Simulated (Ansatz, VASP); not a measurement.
One calculation of Au, two programs

```
CELL_PARAMETERS angstrom
2.92808 0.00000 0.00000
-1.46404 2.53579 0.00000
0.00000 0.00000 4.85068
ATOMIC_POSITIONS crystal
Au 0.33333 0.66667 0.25000
Au 0.66667 0.33333 0.75000
```

Alike in both runs: functional PBE; k mesh 16 × 16 × 9; occupations fermi-dirac, width 0.05 eV; no spin polarisation.

Ansatz relaxed the structure, and its values are those at the end. VASP's run is a single point on that final structure, the one shown.

```csv
,VASP,Ansatz
version,VASP 6.6.1,Ansatz 0.2.0
potentials or method,"VASP PAW PBE potentials, release 64 (Au)","PAW with Ansatz's default frozen-core files, scalar-relativistic"
plane-wave cutoff (eV),520,420
valence electrons in the cell,22,38
```

VASP gave:

| Item | Value |
| --- | --- |
| pressure (GPa) | -0.2 |

Estimate Ansatz's values.

pressure (GPa): 0.0.

VASP's potentials hold 22 valence electrons a cell and Ansatz's 38, so a difference there can come from the potentials and not from the codes.

Spin-orbit coupling is off throughout.
